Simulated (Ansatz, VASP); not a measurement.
# Two plane-wave programs on KScSe2

File INCAR:

```
SYSTEM = KScSe2
  PREC = Accurate
  ENCUT = 520
  EDIFF = 1E-6
  ISMEAR = 0
  SIGMA = 0.01
  LREAL = .False.
  LASPH = .True.
  NELM = 80
  ALGO = Normal
  ISIF = 2
  LWAVE = .False.
  LCHARG = .False.
  GGA = PE
  NBANDS = 42
```

File KPOINTS:

```
regular mesh
0
Gamma
  6 4 2
  0 0 0
```

POSCAR

```
KScSe2
1.0
    3.8510336936      0.0000000000      0.0000000000
    0.0000000000      5.8092810126      0.0000000000
    0.0000000000      0.0000000000      8.9986705228
K Se Sc
2 4 2
Direct
    0.0000000000      0.0000000000      0.8918243125
    0.5000000000      0.5000000000      0.1081756875
    0.0000000000      0.5000000000      0.8082447932
    0.5000000000      0.0000000000      0.1917552068
    0.0000000000      0.5000000000      0.4060193436
    0.5000000000      0.0000000000      0.5939806564
    0.0000000000      0.0000000000      0.3873383417
    0.5000000000      0.5000000000      0.6126616583
```

Input for Ansatz:

```yaml
crystal:
  lattice:
    - [3.8510336936, 0.0, 0.0]
    - [0.0, 5.8092810126, 0.0]
    - [0.0, 0.0, 8.9986705228]
  atoms:
    - { symbol: K, position: [0.0, 0.0, 0.8918243125] }
    - { symbol: Se, position: [0.0, 0.5, 0.8082447932] }
    - { symbol: K, position: [0.5, 0.5, 0.1081756875] }
    - { symbol: Se, position: [0.5, 0.0, 0.1917552068] }
    - { symbol: Sc, position: [0.0, 0.0, 0.3873383417] }
    - { symbol: Se, position: [0.0, 0.5, 0.4060193436] }
    - { symbol: Sc, position: [0.5, 0.5, 0.6126616583] }
    - { symbol: Se, position: [0.5, 0.0, 0.5939806564] }
kpoints:
  mp_grid: { grid: [6, 4, 2] }
hamiltonian:
  xc: pbe
scf:
  occupations: { method: fixed }
  n_extra_bands: 6
output:
  forces: true
  stress: true
  eigenvalues: true
```

Alike in both runs: task single point; functional PBE; k mesh 6 × 4 × 2; no spin polarisation.

|  | VASP | Ansatz |
| --- | --- | --- |
| version | VASP 6.6.1 | Ansatz 0.2.0 |
| potentials or method | VASP PAW PBE potentials, release 64 (K_sv, Se, Sc_sv) | plane waves, PAW |
| plane-wave cutoff (eV) | 520 | 420 |
| occupations | gaussian, width 0.01 eV | fixed |
| valence electrons in the cell | 64 | 104 |

|  | VASP | Ansatz | Ansatz less VASP |
| --- | --- | --- | --- |
| gap on the k mesh at the Fermi level (eV) | 1.28 | 1.30 | +0.012 |
| pressure (GPa) | 3.5 | 3.3 | -0.18 |
| rms of the force components (eV/Å) | 0.146 | 0.139 | -0.0075 |

VASP's potentials hold 64 valence electrons a cell and Ansatz's 104, so a difference there can come from the potentials and not from the codes.
